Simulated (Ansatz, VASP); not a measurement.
## Al2GaN3: VASP beside Ansatz

```
Al Ga N
1.0
     5.74321   -1.56788    0.00091
     5.74321    1.56788    0.00091
    -1.89621    0.00000    7.17535
Al Ga N
4 2 6
Direct
  0.94421 0.94421 0.38923
  0.88893 0.88893 0.77670
  0.22314 0.22314 0.44451
  0.55405 0.55405 0.11303
  0.27708 0.27708 0.05762
  0.60965 0.60965 0.72179
  0.14761 0.14761 0.18500
  0.48165 0.48165 0.85245
  0.81833 0.81833 0.51506
  0.76440 0.76440 0.90172
  0.09530 0.09530 0.56471
  0.43101 0.43101 0.24298
```

Alike in both runs: functional PBEsol; k mesh 8 × 8 × 4; occupations gaussian, width 0.02 eV; no spin polarisation.

Ansatz relaxed the structure, and its values are those at the end. VASP's run is a single point on that final structure, the one shown.

|  | VASP | Ansatz |
| --- | --- | --- |
| version | VASP 6.6.1 | Ansatz 0.2.0 |
| potentials or method | VASP PAW PBE potentials, release 64 (Al, Ga_d, N), cutoff 520 eV | scalar-relativistic, plane waves, PAW |
| valence electrons in the cell | 68 | 68 |

|  | VASP | Ansatz | Ansatz less VASP |
| --- | --- | --- | --- |
| gap on the k mesh at the Fermi level (eV) | 3.27 | 3.26 | -0.017 |
| least direct gap on the mesh (eV) | 3.27 | 3.26 | -0.017 |
| pressure (GPa) | -0.1 | 0.0 | +0.09 |
| rms of the force components (eV/Å) | 0.005 | 0.001 | -0.0037 |

VASP's potentials were made for PBE, not for PBEsol. With one functional, cell and mesh, what is left measures potentials, basis and numerics.
